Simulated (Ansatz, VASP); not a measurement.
## TaN: VASP beside Ansatz

```
Ta N
1.0
     0.00000    2.22818    2.22818
     2.22818    0.00000    2.22818
     2.22818    2.22818    0.00000
Ta N
1 1
Cartesian
  2.2475 2.2282 2.2282
  -0.2501 0.0000 0.0000
```

Change from the starting cell: mode 4 frozen in at -0.244 Å, equal normal strain along x, y and z +0.0250.

Alike in both runs: task single point; functional LDA; k mesh 18 × 18 × 18; occupations gaussian, width 0.15 eV; no spin polarisation.

```csv
,VASP,Ansatz
version,VASP 6.6.1,Ansatz 0.2.0
potentials or method,"VASP PAW LDA potentials, release 64 (Ta_sv_GW, N), cutoff 700 eV","scalar-relativistic, plane waves, PAW"
valence electrons in the cell,18,18
```

|  | VASP | Ansatz | Ansatz less VASP |
| --- | --- | --- | --- |
| gap on the k mesh at the Fermi level (eV) | none | none | - |
| pressure (GPa) | -11.5 | -12.5 | -1.02 |
| traceless stress, the component that is largest in VASP (GPa) | 19.72 | 19.44 | -0.281 |
| rms of the force components (eV/Å) | 1.403 | 1.376 | -0.0279 |

Ansatz warns that its potentials were made for another functional, while VASP's fit it. LDA's correlation is that of Perdew and Zunger in VASP and of Perdew and Wang (1992) in Ansatz. Atom by atom the forces differ by 0.028 eV/Å (rms over components). A gap of «none» marks a metal or a gap that the smearing closes.

Spin-orbit coupling is off throughout.
